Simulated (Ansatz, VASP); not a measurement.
**Rh: VASP beside Ansatz**

File INCAR:

```
PREC = Accurate
ENCUT = 520
EDIFF = 1E-6
ISMEAR = 0
SIGMA = 0.15
LREAL = F
LASPH = T
NELM = 80
ALGO = Fast
ISIF = 2
LWAVE = F
LCHARG = F
NBANDS = 38
```

The input KPOINTS:

```
regular mesh
0
Gamma
  18 18 6
```

The input POSCAR:

```
Rh
1.0
    2.7370000000      0.0000000000      0.0000000000
   -1.3685000000      2.3703115302      0.0000000000
    0.0000000000      0.0000000000      7.9735000000
Rh
4
Direct
    0.0000000000      0.0000000000      0.0000000000
    0.3333333333      0.6666666667      0.2500000000
    0.0000000000      0.0000000000      0.5000000000
    0.6666666667      0.3333333333      0.7500000000
```

Input for Ansatz:

```yaml
crystal:
  lattice:
    - [2.737, 0.0, 0.0]
    - [-1.3685, 2.3703115302, 0.0]
    - [0.0, 0.0, 7.9735]
  atoms:
    - { symbol: Rh, position: [0.0, 0.0, 0.0] }
    - { symbol: Rh, position: [0.3333333333, 0.6666666667, 0.25] }
    - { symbol: Rh, position: [0.0, 0.0, 0.5] }
    - { symbol: Rh, position: [0.6666666667, 0.3333333333, 0.75] }
basis:
  ecutwfc: 420
kpoints:
  mp_grid: { grid: [18, 18, 6] }
hamiltonian:
  xc: lda
  pseudopotentials: { kind: paw, azcp: { folder: soft_1 } }
scf:
  occupations: { method: gaussian, width: 0.15 }
output:
  forces: true
  stress: true
  eigenvalues: true
```

Alike in both runs: task single point; functional LDA; k mesh 18 × 18 × 6; occupations gaussian, width 0.15 eV; no spin polarisation.

|  | VASP | Ansatz |
| --- | --- | --- |
| version | VASP 6.6.1 | Ansatz 0.2.0 |
| potentials or method | VASP PAW LDA potentials, release 64 (Rh_pv), cutoff 520 eV | scalar-relativistic, plane waves, PAW |
| valence electrons in the cell | 60 | 68 |

Ansatz gave:

| Quantity | Value |
| --- | --- |
| gap on the k mesh at the Fermi level (eV) | none |
| pressure (GPa) | 13.4 |
| traceless stress, the component that is largest in VASP (GPa) | 28.51 |

**Question.** Estimate VASP's values.

**Answer.** gap on the k mesh at the Fermi level (eV): none; pressure (GPa): 14.3; traceless stress, the component that is largest in VASP (GPa): 28.62.

Ansatz warns that its potentials were made for another functional, while VASP's fit it. LDA's correlation is that of Perdew and Zunger in VASP and of Perdew and Wang (1992) in Ansatz. A gap of «none» marks a metal or a gap that the smearing closes. VASP's potentials hold 60 valence electrons a cell and Ansatz's 68, so a difference there can come from the potentials and not from the codes.
